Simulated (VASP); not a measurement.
A run of VASP 6.6.1 is set up as follows.

Contents of INCAR:

```
PREC = Accurate ; ENCUT = 500
EDIFF = 1E-6 ; ISMEAR = 0
SIGMA = 0.01 ; LREAL = False
LASPH = True ; NELM = 120
ALGO = Normal ; ISIF = 2
LWAVE = False ; LCHARG = True
GGA = PS ; LELF = True
LVHAR = True ; NBANDS = 15
GGA_COMPAT = False
```

The input KPOINTS:

```
regular mesh
0
Gamma
  6 6 6
```

The input POSCAR:

```
CsCl
1.0
    4.0653446562      0.0000000000      0.0000000000
    0.0000000000      4.0653446562      0.0000000000
    0.0000000000      0.0000000000      4.0856713795
Cs Cl
1 1
Direct
    0.0000000000      0.0000000000      0.0000000000
    0.5000000000      0.5000000000      0.5000000000
```

Potentials or basis: VASP PAW PBE potentials, release 64 (Cs_sv, Cl).

Run with:

```bash
$ cat potpaw_PBE.64/Cs_sv/POTCAR potpaw_PBE.64/Cl/POTCAR > POTCAR
$ mpirun -np 1 vasp_std > vasp.out
```

Problem. Predict the pressure.

Solution. 0.0 GPa.

Problem. What does it give for the band gap on the k mesh?

Solution. 5.20 eV.

Stress tensor (GPa, compression positive):
```
 0.04  0.00  0.00
 0.00  0.04  0.00
 0.00  0.00 -0.11
```

Caveat: the cell differs from its parent crystal (z stretched by +0.5 %, x and y held); the PAW data sets were made with another functional, which shifts forces and pressure a little; spin-orbit coupling is left out, which moves the levels of the heavy elements. A k mesh can miss the band edges.
